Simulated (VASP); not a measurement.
Here is a VASP 6.6.1 calculation.

The input INCAR:

```
ALGO = Normal
EDIFF = 1E-7
EDIFFG = -0.01
ENCUT = 600
GGA = RE
IBRION = 2
ISIF = 3
ISMEAR = -1
LASPH = True
LCHARG = False
LREAL = False
LWAVE = False
NELM = 80
NSW = 60
PREC = Accurate
SIGMA = 0.05
```

File KPOINTS:

```
k-points
0
Gamma
  10 10 8
```

Contents of POSCAR:

```
TiB2
1.0
    3.0292000000      0.0000000000      0.0000000000
   -1.5146000000      2.6233641531      0.0000000000
    0.0000000000      0.0000000000      3.2284000000
Ti B
1 2
Direct
    0.0000000000      0.0000000000      0.0000000000
    0.6666666667      0.3333333333      0.5000000000
    0.3333333333      0.6666666667      0.5000000000
```

Potentials or basis: VASP PAW PBE potentials, release 64 (Ti_sv, B).

Command:

```bash
$ cat potpaw_PBE.64/Ti_sv/POTCAR potpaw_PBE.64/B/POTCAR > POTCAR
$ mpirun -np 1 vasp_std > vasp.out
```

(1) Estimate the relaxed cell.

(2) Estimate the space group after relaxing (to 0.1 Å).

(3) What does it give for the band gap on the k mesh?

(4) What does it give for the relaxed volume?

## Answers

(1) a = 3.045 Å, b = 3.045 Å, c = 3.245 Å, α = 90.00°, β = 90.00°, γ = 120.00°.

(2) P6/mmm (No. 191).

(3) zero (bands 9 and 10 overlap by 0.56 eV).

(4) 8.69 Å³/atom.

Caveat: the PAW data sets were made with another functional, which shifts forces and pressure a little.
